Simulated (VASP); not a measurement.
Set up this calculation in VASP 6.6.1, as the native input.

* Task: single point
* Functional: PBE
* Dispersion: D3(BJ)
* Potentials or basis: VASP PAW PBE potentials, release 64 (In_d, O)
* Cutoff: 600 eV
* k mesh: 12 × 12 × 4
* Occupations: gaussian, width 0.05 eV
* Spin: no spin polarisation
* Dipole correction: no
* Further INCAR settings: ALGO = Normal; EDIFF = 1e-06; NBANDS = 27

The structure of InO lies in POSCAR:

```
InO
1.0
    3.5264472487      0.0000000000      0.0000000000
   -1.7632236244      3.0539929024      0.0000000000
    0.0000000000      0.0000000000     14.9948879310
In O
2 2
Direct
    0.6666666667      0.3333333333      0.5895266171
    0.6666666667      0.3333333333      0.4104733829
    0.0000000000      0.0000000000      0.6398766426
    0.0000000000      0.0000000000      0.3601233574
```

This cell differs from its parent crystal: ratio of the length along z to the lengths across it x 0.92, volume and fractional coordinates fixed.

The input as run:

INCAR

```
SYSTEM = InO
PREC = Accurate
ENCUT = 600
EDIFF = 1E-6
ISMEAR = 0
SIGMA = 0.05
LREAL = .FALSE.
LASPH = .TRUE.
NELM = 120
ALGO = Normal
ISIF = 2
LWAVE = .FALSE.
LCHARG = .TRUE.
GGA = PE
IVDW = 12
LELF = .TRUE.
LVHAR = .TRUE.
NBANDS = 27
GGA_COMPAT = .FALSE.
```

KPOINTS

```
Automatic mesh
0
G
  12 12 4
  0 0 0
```

Potentials or basis: VASP PAW PBE potentials, release 64 (In_d, O).

The run is started by

```console
$ cat potpaw_PBE.64/In_d/POTCAR potpaw_PBE.64/O/POTCAR > POTCAR
$ mpirun -np 1 vasp_std > vasp.out
```

It gave:

- Largest force: 1.030 eV/Å
- Band gap on the k mesh: 0.51 eV (least direct gap 1.02 eV)
- Dispersion energy per atom: -0.140 eV

Caveat: spin-orbit coupling is left out, which moves the levels of the heavy elements.

Wall time 5.6 min on 1 thread of Intel(R) Xeon(R) Platinum 8259CL CPU @ 2.50GHz (Skylake/Cascade Lake) (shared host), peak memory 0.46 GiB.
